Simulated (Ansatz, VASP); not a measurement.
## ScAl2N3: VASP beside Ansatz

```
Sc Al N
1.0
     3.56728    0.00000    0.00000
    -1.78364    3.08935    0.00000
     0.00000    0.00000    9.29917
Sc Al N
1 2 3
Direct
  0.00000 0.00000 0.50000
  0.00000 0.00000 0.19246
  0.00000 0.00000 0.80754
  0.33333 0.66667 0.00000
  0.66667 0.33333 0.00000
  0.00000 0.00000 0.00000
```

Alike in both runs: functional PBE; k mesh 4 × 4 × 2; occupations gaussian, width 0.15 eV; no spin polarisation.

Ansatz relaxed the structure, and its values are those at the end. VASP's run is a single point on that final structure, the one shown.

```csv
,VASP,Ansatz
version,VASP 6.6.1,Ansatz 0.2.0
potentials or method,"VASP PAW PBE potentials, release 64 (Sc_sv, Al, N), cutoff 600 eV","scalar-relativistic, plane waves, PAW"
valence electrons in the cell,32,32
```

|  | VASP | Ansatz | Ansatz less VASP |
| --- | --- | --- | --- |
| gap on the k mesh at the Fermi level (eV) | none | none | - |
| pressure (GPa) | -0.1 | 0.1 | +0.15 |
| rms of the force components (eV/Å) | 0.008 | 0.010 | +0.0026 |

A gap of «none» marks a metal or a gap that the smearing closes.

The k mesh is coarse, so the values compare programs but aren't converged.
